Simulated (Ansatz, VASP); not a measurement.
**One calculation of WS2, two programs**

File INCAR:

```
SYSTEM = WS2
PREC = Accurate ; ENCUT = 520
EDIFF = 1E-6 ; ISMEAR = 0
SIGMA = 0.05 ; LREAL = .False.
LASPH = .True. ; NELM = 100
ALGO = Normal ; ISIF = 2
LWAVE = .False. ; LCHARG = .True.
GGA = PS ; IVDW = 12
LELF = .True. ; LVHAR = .True.
NBANDS = 20
```

File KPOINTS:

```
Automatic mesh
0
Gamma
  12 12 12
  0 0 0
```

File POSCAR:

```
WS2
1.0
    1.5790003843      0.9116362969      6.4714965000
   -1.5790003843      0.9116362969      6.4714965000
    0.0000000000     -1.8232725938      6.4714965000
W S
1 2
Direct
    0.0000000000      0.0000000000      0.0000000000
    0.7503000000      0.7503000000      0.7503000000
    0.5810000000      0.5810000000      0.5810000000
```

Input for Ansatz:

```yaml
crystal:
  lattice:
    - [1.5790003843, 0.9116362969, 6.4714965]
    - [-1.5790003843, 0.9116362969, 6.4714965]
    - [0.0, -1.8232725938, 6.4714965]
  atoms:
    - { symbol: W, position: [0.0, 0.0, 0.0] }
    - { symbol: S, position: [0.7503, 0.7503, 0.7503] }
    - { symbol: S, position: [0.581, 0.581, 0.581] }
basis:
  ecutwfc: 420
kpoints:
  mp_grid: { grid: [12, 12, 12] }
hamiltonian:
  xc: pbesol
  dispersion: d3bj
scf:
  occupations: { method: gaussian, width: 0.05 }
output:
  forces: true
  stress: true
  eigenvalues: true
```

Change from the starting cell: strain +0.000 along x and y, +0.050 along z, atoms carried along.

Alike in both runs: task single point; functional PBEsol; dispersion D3(BJ); k mesh 12 × 12 × 12; occupations gaussian, width 0.05 eV; no spin polarisation.

|  | VASP | Ansatz |
| --- | --- | --- |
| version | VASP 6.6.1 | Ansatz 0.2.0 |
| potentials or method | VASP PAW PBE potentials, release 64 (W_sv, S), cutoff 520 eV | scalar-relativistic, plane waves, PAW |
| valence electrons in the cell | 26 | 26 |

VASP gave:

* gap on the k mesh at the Fermi level (eV): 1.16
* least direct gap on the mesh (eV): 2.08
* pressure (GPa): -11.5
* traceless stress, the component that is largest in VASP (GPa): -5.55
* rms of the force components (eV/Å): 0.705

Q: What did Ansatz give for the same quantities?

A: gap on the k mesh at the Fermi level (eV): 1.15; least direct gap on the mesh (eV): 2.08; pressure (GPa): -11.6; traceless stress, the component that is largest in VASP (GPa): -5.57; rms of the force components (eV/Å): 0.713.

VASP's potentials were made for PBE, not for PBEsol. Atom by atom the forces differ by 0.008 eV/Å (rms over components).

Spin-orbit coupling is off throughout.
